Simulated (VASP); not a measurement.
Set up this calculation in VASP 6.6.1, as the native input.

* Task: single point
* Functional: PBE
* Potentials or basis: VASP PAW PBE potentials, release 64 (As)
* Cutoff: 400 eV
* k mesh: 6 × 6 × 1
* Occupations: gaussian, width 0.1 eV
* Spin: no spin polarisation
* Dipole correction: yes
* Further INCAR settings: ALGO = Normal; EDIFF = 1e-06; NBANDS = 12; NELMDL = -8

The structure of As lies in POSCAR:

```
As
1.0
    3.6123264925      0.0000000000      0.0000000000
   -1.8061632462      3.1283665093      0.0000000000
    0.0000000000      0.0000000000     28.0000000000
As
2
Direct
    0.3333333333      0.6666666667      0.5247623154
    0.6666666667      0.3333333333      0.4752376846
```

The input as run:

INCAR

```
ALGO     = Normal         # electronic algorithm
DIPOL    = 0.5 0.5 0.500
EDIFF    = 1E-6           # SCF threshold, eV
ENCUT    = 400            # plane-wave cutoff, eV
GGA      = PE             # functional
GGA_COMPAT= F            
IDIPOL   = 3            
ISIF     = 2              # what is computed and relaxed
ISMEAR   = 0              # smearing method
LASPH    = T              # aspherical terms in the spheres
LCHARG   = T              # write CHGCAR
LDIPOL   = T            
LELF     = T              # ELF
LREAL    = F              # projectors in reciprocal space
LVACPOTAV= T            
LVHAR    = T            
LWAVE    = F              # write WAVECAR
NBANDS   = 12             # bands
NELM     = 120            # most SCF steps
NELMDL   = -8           
PREC     = Accurate       # precision mode
SIGMA    = 0.1            # smearing width, eV
```

KPOINTS

```
k-points
0
Gamma
  6 6 1
```

Potentials or basis: VASP PAW PBE potentials, release 64 (As).

Command:

```sh
$ cat potpaw_PBE.64/As/POTCAR > POTCAR
$ mpirun -np 1 vasp_std > vasp.out
```

It gave:

```
Largest force          : 0.086 eV/Å
Band gap on the k mesh : 1.66 eV, indirect (least direct gap 1.93 eV)
```

Run time: 42 s on 1 thread of Intel(R) Xeon(R) 6975P-C (Granite Rapids), with other jobs on the host, peak memory 0.29 GiB.
